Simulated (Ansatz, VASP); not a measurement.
Nb: VASP beside Ansatz

```xyz
4
Lattice="3.3112 0.0000 0.0000 0.0000 3.3112 0.0000 0.0000 0.0000 13.6584" Properties=species:S:1:pos:R:3 pbc="T T T"
Nb    0.8278    0.8278    4.5000
Nb    2.4834    2.4834    6.0011
Nb    0.8278    0.8278    7.6573
Nb    2.4834    2.4834    9.1584
```

Alike in both runs: task single point; functional PBE; k mesh 10 × 10 × 1; occupations fermi-dirac, width 0.05 eV; no spin polarisation.

|  | VASP | Ansatz |
| --- | --- | --- |
| version | VASP 6.6.1 | Ansatz 0.2.0 |
| potentials or method | VASP PAW PBE potentials, release 64 (Nb_sv) | PAW with Ansatz's default frozen-core files, scalar-relativistic |
| plane-wave cutoff (eV) | 520 | 420 |
| valence electrons in the cell | 52 | 52 |

VASP gave:

- rms of the force components (eV/Å): 0.006

What did Ansatz give for the same quantities?

rms of the force components (eV/Å): 0.001.

Atom by atom the forces differ by 0.007 eV/Å (rms over components). With one functional, cell and mesh, what is left measures potentials, basis and numerics. Ansatz's warnings: vacuum density over bound.
